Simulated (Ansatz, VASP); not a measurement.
# PbS: VASP beside Ansatz

Contents of POSCAR:

```
PbS
1.0
    2.0627000000      1.1909004002      3.4508715040
   -2.0627000000      1.1909004002      3.4508715040
    0.0000000000     -2.3818008005      3.4508715040
Pb S
1 1
Direct
    0.9781509158      0.9781509158      0.9781509158
    0.4774504142      0.4774504142      0.4774504142
```

The input INCAR.step1:

```
PREC = Accurate
ENCUT = 520
ISMEAR = 0
SIGMA = 0.05
LREAL = False
LASPH = True
NELM = 60
NBANDS = 17
GGA = PE
ALGO = Normal
EDIFF = 1E-4
LWAVE = True
LCHARG = False
```

Contents of INCAR.step2:

```
PREC = Accurate
ENCUT = 520
EDIFF = 1E-6
ISMEAR = 0
SIGMA = 0.05
LREAL = False
LASPH = True
NELM = 60
ALGO = Normal
ISIF = 2
LWAVE = False
LCHARG = False
METAGGA = R2SCAN
LMIXTAU = True
NBANDS = 17
ISTART = 1
```

Contents of KPOINTS:

```
regular mesh
0
Gamma
  9 9 9
```

Input for Ansatz:

```yaml
crystal:
  lattice:
    - [2.0627, 1.1909004002, 3.450871504]
    - [-2.0627, 1.1909004002, 3.450871504]
    - [0.0, -2.3818008005, 3.450871504]
  atoms:
    - { symbol: Pb, position: [0.9781509158, 0.9781509158, 0.9781509158] }
    - { symbol: S, position: [0.4774504142, 0.4774504142, 0.4774504142] }
basis:
  ecutwfc: 500
kpoints:
  mp_grid: { grid: [9, 9, 9] }
hamiltonian:
  xc: r2scan
scf:
  occupations: { method: gaussian, width: 0.05 }
output:
  forces: true
  stress: true
  eigenvalues: true
```

Alike in both runs: task single point; functional r2SCAN; k mesh 9 × 9 × 9; occupations gaussian, width 0.05 eV; no spin polarisation.

|  | VASP | Ansatz |
| --- | --- | --- |
| version | VASP 6.6.1 | Ansatz 0.2.0 |
| potentials or method | VASP PAW PBE potentials, release 64 (Pb_d, S), cutoff 520 eV | scalar-relativistic, plane waves, PAW |
| valence electrons in the cell | 20 | 20 |

```tsv
	VASP	Ansatz	Ansatz less VASP
pressure (GPa)	3.0	3.0	+0.02
traceless stress, the component that is largest in VASP (GPa)	-0.66	-0.66	0.000
```

VASP's potentials were made for PBE, not for r2SCAN.

Neither program's run includes spin-orbit coupling.
